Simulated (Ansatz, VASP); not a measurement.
Two plane-wave programs on In3As

INCAR

```
PREC = Accurate
ENCUT = 520
EDIFF = 1E-7
ISMEAR = -1
SIGMA = 0.05
LREAL = F
LASPH = T
NELM = 150
ALGO = Fast
ISIF = 2
LWAVE = F
LCHARG = F
LNONCOLLINEAR = T
MAGMOM = 0 0 0 0 0 0 0 0 0 0 0 0
LORBIT = 11
LSORBIT = T
GGA_COMPAT = F
LORBMOM = T
GGA = PS
NBANDS = 58
```

File KPOINTS:

```
Automatic mesh
0
Gamma
  6 6 6
```

File POSCAR:

```
In3As
1.0
    4.6716810000      0.0000000000      0.0000000000
    0.0000000000      4.6716810000      0.0000000000
    0.0000000000      0.0000000000      4.6716810000
In As
3 1
Direct
    0.5000000000      0.5000000000      0.0000000000
    0.5000000000      0.0000000000      0.5000000000
    0.0000000000      0.5000000000      0.5000000000
    0.0000000000      0.0000000000      0.0000000000
```

File input.yaml:

```yaml
crystal:
  lattice:
    - [4.671681, 0.0, 0.0]
    - [0.0, 4.671681, 0.0]
    - [0.0, 0.0, 4.671681]
  atoms:
    - { symbol: In, position: [0.5, 0.5, 0.0] }
    - { symbol: In, position: [0.5, 0.0, 0.5] }
    - { symbol: In, position: [0.0, 0.5, 0.5] }
    - { symbol: As, position: [0.0, 0.0, 0.0] }
hamiltonian:
  xc: pbesol
  pseudopotentials: { kind: paw_fr }
magnetization:
  noncollinear: true
  spin_orbit: true
kpoints:
  mp_grid: { grid: [6, 6, 6] }
  band_path:
    path:
      - [[0.0, 0.0, 0.0], [0.0, 0.5, 0.0], [0.5, 0.5, 0.0], [0.0, 0.0, 0.0], [0.5, 0.5, 0.5], [0.0, 0.5, 0.0]]
      - [[0.5, 0.5, 0.0], [0.5, 0.5, 0.5]]
    npoints: 14
scf:
  occupations: { method: fermi_dirac, width: 0.05 }
  n_extra_bands: 10
output:
  forces: true
  stress: true
  eigenvalues: true
  fatbands: true
```

Alike in both runs: functional PBEsol; k mesh 6 × 6 × 6; occupations fermi-dirac, width 0.05 eV; non-collinear spin, spin-orbit coupling.

|  | VASP | Ansatz |
| --- | --- | --- |
| version | VASP 6.6.1 | Ansatz 0.2.0 |
| potentials or method | VASP PAW PBE potentials, release 64 (In_d, As) | Ansatz PAW |
| plane-wave cutoff (eV) | 520 | 420 |
| valence electrons in the cell | 44 | 54 |
| task | single point | band structure |

```csv
,VASP,Ansatz,Ansatz less VASP
pressure (GPa),-2.4,-2.4,-0.02
```

VASP's potentials were made for PBE, not for PBEsol. The functional is the same, so the differences come from potentials, cutoffs and numerics. VASP's potentials hold 44 valence electrons a cell and Ansatz's 54, so a difference there can come from the potentials and not from the codes.
